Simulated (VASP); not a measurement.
Set up this calculation in VASP 6.6.1, as the native input.

```
Task                   : single point
Functional             : PBE
Potentials or basis    : VASP PAW PBE potentials, release 64 (B, As)
Cutoff                 : 520 eV
k mesh                 : 4 × 4 × 6
Occupations            : gaussian, width 0.1 eV
Spin                   : no spin polarisation
Dipole correction      : no
Further INCAR settings : ALGO = Normal; EDIFF = 1e-06; NBANDS = 18
```

The structure of B3As2 lies in POSCAR:

```
B3As2
1.0
    3.7837539933     -3.3070452066      0.0000000000
    3.7837539933      3.3070452066      0.0000000000
    0.0000000000      0.0000000000      2.7437823505
B As
3 2
Direct
    0.8964266876      0.8964266876      0.0000000000
    0.1035733124      0.1035733124      0.0000000000
    0.5000000000      0.5000000000      0.5000000000
    0.0000000000      0.5000000000      0.0000000000
    0.5000000000      0.0000000000      0.0000000000
```

These files were run (other wordings do the same):

INCAR

```
SYSTEM = B3As2
PREC     = Accurate       ! precision mode
ENCUT    = 520            ! plane-wave cutoff, eV
EDIFF    = 1E-6           ! SCF threshold, eV
ISMEAR   = 0              ! smearing method
SIGMA    = 0.1            ! smearing width, eV
LREAL    = .FALSE.        ! projectors in reciprocal space
LASPH    = .TRUE.         ! aspherical terms in the spheres
NELM     = 100            ! most SCF steps
ALGO     = Normal         ! electronic algorithm
ISIF     = 2              ! what is computed and relaxed
LWAVE    = .FALSE.        ! write WAVECAR
LCHARG   = .TRUE.         ! write CHGCAR
GGA      = PE             ! functional
LELF     = .TRUE.         ! ELF
LVHAR    = .TRUE.       
NBANDS   = 18             ! bands
```

KPOINTS

```
Automatic mesh
0
G
  4 4 6
  0 0 0
```

Potentials or basis: VASP PAW PBE potentials, release 64 (B, As).

Command:

```sh
$ cat potpaw_PBE.64/B/POTCAR potpaw_PBE.64/As/POTCAR > POTCAR
$ mpirun -np 1 vasp_std > vasp.out
```

It gave:

The pressure is 0.3 GPa. The largest force is 0.049 eV/Å.

Caveat: the k points lie up to 0.38 Å⁻¹ apart.

Wall time 30 s on 1 thread of AMD EPYC 7R43 64-Core Processor (Zen 3) (shared host), peak memory 0.15 GiB.
